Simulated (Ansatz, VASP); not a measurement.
## Ga2O3: VASP beside Ansatz

Contents of POSCAR:

```
Ga2O3
1.0
    2.5289754451      1.4601046709      4.5413080054
   -2.5289754451      1.4601046709      4.5413080054
    0.0000000000     -2.9202092911      4.5413080216
Ga O
4 6
Direct
    0.8556819677      0.8556819677      0.8556819684
    0.6443180316      0.6443180316      0.6443180321
    0.1443180318      0.1443180318      0.1443180320
    0.3556819679      0.3556819679      0.3556819682
    0.7499999998      0.4463101678      0.0536898323
    0.4463101677      0.0536898319      0.7500000001
    0.0536898320      0.7499999997      0.4463101681
    0.2499999998      0.5536898318      0.9463101681
    0.9463101676      0.2499999998      0.5536898323
    0.5536898318      0.9463101676      0.2500000003
```

File INCAR.step1:

```
SYSTEM = Ga2O3
  PREC = Accurate
  ENCUT = 660
  ISMEAR = -1
  SIGMA = 0.01
  LREAL = .False.
  LASPH = .True.
  NELM = 120
  NBANDS = 55
  GGA = PE
  ALGO = Normal
  EDIFF = 1E-5
  LWAVE = .True.
  LCHARG = .False.
  GGA_COMPAT = .False.
```

INCAR.step2

```
SYSTEM = Ga2O3
  PREC = Accurate
  ENCUT = 660
  EDIFF = 1E-6
  ISMEAR = -1
  SIGMA = 0.01
  LREAL = .False.
  LASPH = .True.
  NELM = 120
  ALGO = Normal
  ISIF = 2
  LWAVE = .False.
  LCHARG = .True.
  METAGGA = R2SCAN
  LMIXTAU = .True.
  LELF = .True.
  LVHAR = .True.
  NBANDS = 55
  ISTART = 1
  GGA_COMPAT = .False.
```

The input KPOINTS:

```
regular mesh
0
Gamma
  7 7 7
  0 0 0
```

Input for Ansatz:

```yaml
crystal:
  lattice:
    - [2.5289754451, 1.4601046709, 4.5413080054]
    - [-2.5289754451, 1.4601046709, 4.5413080054]
    - [0.0, -2.9202092911, 4.5413080216]
  atoms:
    - { symbol: Ga, position: [0.8556819677, 0.8556819677, 0.8556819684] }
    - { symbol: Ga, position: [0.6443180316, 0.6443180316, 0.6443180321] }
    - { symbol: Ga, position: [0.1443180318, 0.1443180318, 0.144318032] }
    - { symbol: Ga, position: [0.3556819679, 0.3556819679, 0.3556819682] }
    - { symbol: O, position: [0.7499999998, 0.4463101678, 0.0536898323] }
    - { symbol: O, position: [0.4463101677, 0.0536898319, 0.7500000001] }
    - { symbol: O, position: [0.053689832, 0.7499999997, 0.4463101681] }
    - { symbol: O, position: [0.2499999998, 0.5536898318, 0.9463101681] }
    - { symbol: O, position: [0.9463101676, 0.2499999998, 0.5536898323] }
    - { symbol: O, position: [0.5536898318, 0.9463101676, 0.2500000003] }
basis:
  ecutwfc: 500.0
  ecutrho_ratio: 4
  xc_grid: 2
  precision: f64
hamiltonian:
  xc: r2scan
  pseudopotentials: { kind: paw, azcp: { folder: soft_1 } }
scf:
  max_iter: 60
  self_checks: high
  occupations: { method: fermi_dirac, width: 0.01 }
kpoints:
  mp_grid: { grid: [7, 7, 7] }
  band_path: { path: [VBM, CBM], npoints: 1 }
checkpoint:
  write: "../edges.r2scan.run"
  compress: false
  write_wavefunctions: true
  write_every: 100000
```

Alike in both runs: task single point; functional r2SCAN; k mesh 7 × 7 × 7; occupations fermi-dirac, width 0.01 eV; no spin polarisation.

|  | VASP | Ansatz |
| --- | --- | --- |
| version | VASP 6.6.1 | Ansatz 0.2.0 |
| potentials or method | VASP PAW PBE potentials, release 64 (Ga_d, O), cutoff 660 eV | plane-wave PAW DFT |
| valence electrons in the cell | 88 | 88 |

|  | VASP | Ansatz | Ansatz less VASP |
| --- | --- | --- | --- |
| gap on the k mesh at the Fermi level (eV) | 3.08 | 3.09 | +0.015 |

VASP's potentials were made for PBE, not for r2SCAN. The functional is the same, so the differences come from potentials, cutoffs and numerics.
